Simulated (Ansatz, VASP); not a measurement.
**One calculation of InSb3, two programs**

```
CELL_PARAMETERS angstrom
4.58661 0.05509 0.05509
0.05509 4.58661 0.05509
0.05509 0.05509 4.58661
ATOMIC_POSITIONS crystal
In 0.00000 0.00000 0.00000
Sb 0.50000 0.00000 0.50000
Sb 0.00000 0.50000 0.50000
Sb 0.50000 0.50000 0.00000
```

Change from the starting cell: equal engineering shear yz, xz and xy +0.0233, equal normal strain along x, y and z -0.0300.

Alike in both runs: task single point; functional PBEsol; k mesh 8 × 8 × 8; occupations gaussian, width 0.15 eV; no spin polarisation.

|  | VASP | Ansatz |
| --- | --- | --- |
| version | VASP 6.6.1 | Ansatz 0.2.0 |
| potentials or method | VASP PAW PBE potentials, release 64 (In_d, Sb), cutoff 520 eV | scalar-relativistic, plane waves, PAW |
| valence electrons in the cell | 28 | 58 |

|  | VASP | Ansatz | Ansatz less VASP |
| --- | --- | --- | --- |
| gap on the k mesh at the Fermi level (eV) | none | none | - |
| pressure (GPa) | 6.9 | 6.9 | -0.06 |
| traceless stress, the component that is largest in VASP (GPa) | -0.78 | -0.78 | +0.006 |

VASP's potentials were made for PBE, not for PBEsol, and Ansatz warns of the same on its side. A gap of «none» marks a metal or a gap that the smearing closes. The functional is the same, so the differences come from potentials, cutoffs and numerics. VASP's potentials hold 28 valence electrons a cell and Ansatz's 58, so a difference there can come from the potentials and not from the codes.

Neither program's run includes spin-orbit coupling.
